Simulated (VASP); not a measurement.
# Sn (Fd-3m) in VASP: elastic constants with PBEsol

Aim: the elastic constants of Sn with PBEsol.

Program: VASP 6.6.1. These are calculated values, not measurements. Logs are shortened: lines on timing, memory, paths and dates and some standing lists are left out, and cuts for length are marked.

## Step 1: The cell of the first run

It takes space group Fd-3m (No. 227, cubic). Conventional cell: a = 6.543 Å, b = 6.543 Å, c = 6.543 Å, α = 90.00°, β = 90.00°, γ = 90.00°. Sn (site symmetry -43m) has 4 Sn at 2.83 Å within 3.7 Å.

This isn't the form of Sn at room conditions, which is tetragonal (white tin).

## Step 2: Elastic constants, PBEsol

The input, INCAR:

```
SYSTEM = Sn
PREC = Accurate
ENCUT = 600
EDIFF = 1E-8
ISMEAR = -1
SIGMA = 0.15
LREAL = .FALSE.
LASPH = .TRUE.
NELM = 100
ALGO = Normal
ISIF = 3
LWAVE = .FALSE.
LCHARG = .FALSE.
GGA = PS
IBRION = 6
NFREE = 2
POTIM = 0.015
NSW = 1
```

The input, KPOINTS:

```
regular mesh
0
G
  12 12 12
  0 0 0
```

The input, POSCAR:

```
Sn
1.0
    0.0000000000      3.2714867716      3.2714867716
    3.2714867716      0.0000000000      3.2714867716
    3.2714867716      3.2714867716      0.0000000000
Sn
2
Direct
    0.0000000000      0.0000000000      0.0000000000
    0.2500000000      0.2500000000      0.2500000000
```

Potentials or basis: VASP PAW PBE potentials, release 64 (Sn_d).

Command:

```
cat potpaw_PBE.64/Sn_d/POTCAR > POTCAR
mpirun -np 1 vasp_std > vasp.out
```

OUTCAR:

```text
SYSTEM = Sn
   PREC = Accurate
   ENCUT = 600
   EDIFF = 1E-8
   ISMEAR = -1
   LREAL = .FALSE.
   LASPH = .TRUE.
   NELM = 100
   ISIF = 3
   GGA = PS
   IBRION = 6
   NFREE = 2
   POTIM = 0.015
   NSW = 1

 ion  position               nearest neighbor table
   1  0.000  0.000  0.000-   2 2.83   2 2.83   2 2.83   2 2.83
   2  0.250  0.250  0.250-   1 2.83   1 2.83   1 2.83   1 2.83

  LATTYP: Found a face centered cubic cell.
 ALAT       =     6.5429735432

  Lattice vectors:

 A1 = (   0.0000000000,   3.2714867716,   3.2714867716)
 A2 = (   3.2714867716,   0.0000000000,   3.2714867716)
 A3 = (   3.2714867716,   3.2714867716,   0.0000000000)

Analysis of symmetry for initial positions (statically):
=====================================================================
 Subroutine PRICEL returns:
 Original cell was already a primitive cell.

 Routine SETGRP: Setting up the symmetry group for a
 face centered cubic supercell.

 Subroutine GETGRP returns: Found 48 space group operations
 (whereof 24 operations were pure point group operations)
 out of a pool of 48 trial point group operations.

The static configuration has the point symmetry T_d .
 The point group associated with its full space group is O_h .

Analysis of symmetry for dynamics (positions and initial velocities):
=====================================================================
 Subroutine PRICEL returns:
 Original cell was already a primitive cell.

 Routine SETGRP: Setting up the symmetry group for a
 face centered cubic supercell.

 Subroutine GETGRP returns: Found 48 space group operations
 (whereof 24 operations were pure point group operations)
 out of a pool of 48 trial point group operations.

The dynamic configuration has the point symmetry T_d .
 The point group associated with its full space group is O_h .

 Subroutine INISYM returns: Found 48 space group operations
 (whereof 24 operations are pure point group operations),
 and found     1 'primitive' translations

----------------------------------------------------------------------------------------

                                     Primitive cell

  volume of cell :      70.0270

  direct lattice vectors                    reciprocal lattice vectors
     0.000000000  3.271486772  3.271486772    -0.152835709  0.152835709  0.152835709
     3.271486772  0.000000000  3.271486772     0.152835709 -0.152835709  0.152835709
     3.271486772  3.271486772  0.000000000     0.152835709  0.152835709 -0.152835709

  length of vectors
     4.626580962  4.626580962  4.626580962     0.264719213  0.264719213  0.264719213

  position of ions in fractional coordinates (direct lattice)
     0.000000000  0.000000000  0.000000000
     0.250000000  0.250000000  0.250000000

  ion indices of the primitive-cell ions
   primitive index   ion index
                 1           1
                 2           2

----------------------------------------------------------------------------------------

 KPOINTS: regular mesh

[... 107 lines left out ...]

 number of electron      28.0000002 magnetization

 Free energy of the ion-electron system (eV)
  ---------------------------------------------------
  ext. energy  EPLUGINS =         0.00000000
  ---------------------------------------------------
  free energy    TOTEN  =        -8.47276958 eV

  energy without entropy =       -8.45703482  energy(sigma->0) =       -8.46490220

------------------------ aborting loop because EDIFF is reached ----------------------------------------

  FORCE on cell =-STRESS in cart. coord.  units (eV):
  Direction    XX          YY          ZZ          XY          YZ          ZX
  --------------------------------------------------------------------------------------
  -------------------------------------------------------------------------------------
  Total       -0.0124348     -0.0124348     -0.0124348     -0.0000000     -0.0000000      0.0000000
  in kB       -0.2845010     -0.2845010     -0.2845010     -0.0000000     -0.0000000      0.0000000
  external PRESSURE =      -0.2845010 kB  Pullay stress =       0.0000000 kB
[... 89 lines left out ...]
  FREE ENERGIE OF THE ION-ELECTRON SYSTEM (eV)
  ---------------------------------------------------
  free  energy   TOTEN  =        -8.4699120957 eV

  energy  without entropy=       -8.4549096754  energy(sigma->0) =       -8.46241089

[... ionic steps 4 to 12 ...]

--------------------------------------- Ionic step       13  -------------------------------------------

 number of electron      28.0000001 magnetization

------------------------ aborting loop because EDIFF is reached ----------------------------------------
[... 67 lines left out ...]
--------------------------------------- Ionic step       15  -------------------------------------------

 number of electron      28.0000002 magnetization

 Free energy of the ion-electron system (eV)
  ---------------------------------------------------
  ext. energy  EPLUGINS =         0.00000000
  ---------------------------------------------------
  free energy    TOTEN  =        -8.47195750 eV

  energy without entropy =       -8.45621594  energy(sigma->0) =       -8.46408672

 E-fermi :   5.2662     XC(G=0):  -8.9602

 val. band max:        5.2228955916   @ k =   0.0000   0.0833   0.0000
 cond. band min:       5.2686472495   @ k =   0.0000   0.0000   0.0000
 fundamental gap:      0.0457516579
 Fermi energy:         5.2662280231

 k-point     1 :       0.0000    0.0000    0.0000
  band No.  band energies     occupation
      1     -16.3267      2.00000
      2     -16.3224      2.00000
      3     -16.3177      2.00000
      4     -16.2651      2.00000
      5     -16.2650      2.00000
      6     -15.9754      2.00000
[... 481 lines left out ...]
      5     -16.1833      2.00000
      6     -16.0603      2.00000
[... 10 lines left out ...]
     17       9.1362      0.00000
     18      11.1417      0.00000

 [... further k-points ...]

------------------------ aborting loop because EDIFF is reached ----------------------------------------

  FORCE on cell =-STRESS in cart. coord.  units (eV):
  Direction    XX          YY          ZZ          XY          YZ          ZX
  --------------------------------------------------------------------------------------
  -------------------------------------------------------------------------------------
  Total       -0.0123617     -0.0101468     -0.0101468      0.0000000     -0.1235963      0.0000000
  in kB       -0.2828287     -0.2321524     -0.2321524      0.0000000     -2.8278117      0.0000000
  external PRESSURE =      -0.2490445 kB  Pullay stress =       0.0000000 kB
[... 17 lines left out ...]
  FREE ENERGIE OF THE ION-ELECTRON SYSTEM (eV)
  ---------------------------------------------------
  free  energy   TOTEN  =        -8.4719574975 eV

  energy  without entropy=       -8.4562159367  energy(sigma->0) =       -8.46408672

 INTERNAL STRAIN TENSORS FROM STRAINED CELLS
 ============================================

 INTERNAL STRAIN TENSOR FOR ION    1 for displacements in x,y,z  (eV/Angst):
          X           Y           Z          XY          YZ          ZX
  --------------------------------------------------------------------------------
  x     0.00000    -0.00000     0.00000    -0.00000     8.24888    -0.00000
  y     0.00000     0.00000     0.00000    -0.00000     0.00000     8.24944
  z     0.00000    -0.00000     0.00000     8.25036     0.00000     0.00000

 INTERNAL STRAIN TENSORS FROM DISPLACED ATOMS
 ============================================

 INTERNAL STRAIN TENSOR FOR ION    1 for displacements in x,y,z  (eV/Angst):
          X           Y           Z          XY          YZ          ZX
  --------------------------------------------------------------------------------
  x    -0.00000     0.00000     0.00000     0.00000     8.24631     0.00000
  y     0.00000     0.00000     0.00000     0.00000     0.00000     8.24631
  z     0.00000     0.00000    -0.00000     8.24631     0.00000     0.00000

 INTERNAL STRAIN TENSOR FOR ION    2 for displacements in x,y,z  (eV/Angst):
          X           Y           Z          XY          YZ          ZX
  --------------------------------------------------------------------------------
  x     0.00000    -0.00000    -0.00000     0.00000    -8.24631     0.00000
  y    -0.00000    -0.00000    -0.00000     0.00000     0.00000    -8.24631
  z    -0.00000    -0.00000     0.00000    -8.24631     0.00000     0.00000

 Eigenvectors and eigenvalues of the dynamical matrix
 ----------------------------------------------------

   1 f  =    5.450886 THz    34.248926 2PiTHz  181.821982 cm-1    22.543043 meV
             X         Y         Z           dx          dy          dz
      0.000000  0.000000  0.000000     0.000000   -0.707107    0.000000
      1.635743  1.635743  1.635743     0.000000    0.707107    0.000000
[... 21 lines left out ...]
   6 f  =    0.000000 THz     0.000000 2PiTHz    0.000000 cm-1     0.000000 meV
             X         Y         Z           dx          dy          dz
      0.000000  0.000000  0.000000     0.000000    0.000000    0.707107
      1.635743  1.635743  1.635743     0.000000    0.000000    0.707107

--------------------------------------------------------------------------------------------------------

 ELASTIC MODULI CONTR FROM IONIC RELAXATION (kBar)
 Direction    XX          YY          ZZ          XY          YZ          ZX
 --------------------------------------------------------------------------------
 XX          -0.0000      0.0000      0.0000     -0.0000      0.0000     -0.0000
 YY           0.0000     -0.0000     -0.0000     -0.0000     -0.0000     -0.0000
 ZZ           0.0000     -0.0000     -0.0000      0.0000     -0.0000     -0.0000
 XY          -0.0000     -0.0000      0.0000   -215.6127      0.0000      0.0000
 YZ           0.0000     -0.0000     -0.0000      0.0000   -215.6127      0.0000
 ZX          -0.0000     -0.0000     -0.0000      0.0000      0.0000   -215.6127
 --------------------------------------------------------------------------------

 TOTAL ELASTIC MODULI (kBar)
 Direction    XX          YY          ZZ          XY          YZ          ZX
 --------------------------------------------------------------------------------
 XX         610.4522    314.5986    314.5986     -0.0000      0.0000     -0.0000
 YY         314.5986    610.4522    314.5986     -0.0000     -0.0000     -0.0000
 ZZ         314.5986    314.5986    610.4522      0.0000     -0.0000     -0.0000
 XY          -0.0000     -0.0000      0.0000    263.8101      0.0000      0.0000
 YZ           0.0000     -0.0000     -0.0000      0.0000    263.8101      0.0000
 ZX          -0.0000     -0.0000     -0.0000      0.0000      0.0000    263.8101
 --------------------------------------------------------------------------------
```

Run time: 1.7 h. Hardware: 1 thread of Oxide Virtual Turin-like, shared host; peak memory 1 GiB.

What came out:

```yaml
Elastic_constants_C11_C12_C44: 61, 31, 26 GPa
Voigt_bulk_modulus: 41 GPa
Highest_phonon_frequency_at_Γ: 182 cm⁻¹
```

Phonon frequencies in cm⁻¹ (negative: imaginary):
```tsv
q point	frequencies
(0.000, 0.000, 0.000)	0 0 0 182 182 182
```

Elastic tensor in Voigt notation (GPa, in the Cartesian axes of the cell as first typed):
```
61 31 31  0  0  0
31 61 31  0  0  0
31 31 61  0  0  0
 0  0  0 26  0  0
 0  0  0  0 26  0
 0  0  0  0  0 26
```

Clamped-ion elastic tensor (GPa):
```
61 31 31  0  0  0
31 61 31  0  0  0
31 31 61  0  0  0
 0  0  0 48  0  0
 0  0  0  0 48  0
 0  0  0  0  0 48
```

Caveat: the PAW data sets were made with another functional, which shifts forces and pressure a little; spin-orbit coupling is left out, which moves the levels of the heavy elements.
